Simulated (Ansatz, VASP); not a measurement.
## SiP7 in VASP and in Ansatz

```
Si P
1.0
     3.46309    1.99942    3.12710
    -3.46309    1.99942    3.12710
     0.00000   -3.99884    3.12710
Si P
1 7
Cartesian
  0.0000 0.0000 0.1768
  1.7269 -0.9970 3.1898
  0.0000 0.0000 5.1549
  -1.7269 -0.9970 3.1898
  0.0000 1.9941 3.1898
  -1.7091 0.9868 2.0595
  1.7091 0.9868 2.0595
  0.0000 -1.9735 2.0595
```

Alike in both runs: task single point; functional PBE; k mesh 3 × 3 × 3; occupations gaussian, width 0.1 eV; no spin polarisation.

|  | VASP | Ansatz |
| --- | --- | --- |
| version | VASP 6.6.1 | Ansatz 0.2.0 |
| potentials or method | VASP PAW PBE potentials, release 64 (Si, P), cutoff 500 eV | scalar-relativistic, plane waves, PAW |
| valence electrons in the cell | 39 | 39 |

Ansatz gave:

- gap on the k mesh at the Fermi level (eV): none
- pressure (GPa): 0.1
- traceless stress, the component that is largest in VASP (GPa): -0.21
- rms of the force components (eV/Å): 0.015

Problem. What did VASP give for the same quantities?

Solution. gap on the k mesh at the Fermi level (eV): none; pressure (GPa): -0.1; traceless stress, the component that is largest in VASP (GPa): -0.11; rms of the force components (eV/Å): 0.031.

Atom by atom the forces differ by 0.027 eV/Å (rms over components). A gap of «none» marks a metal or a gap that the smearing closes.

The k mesh is coarse, so the values compare programs but aren't converged.
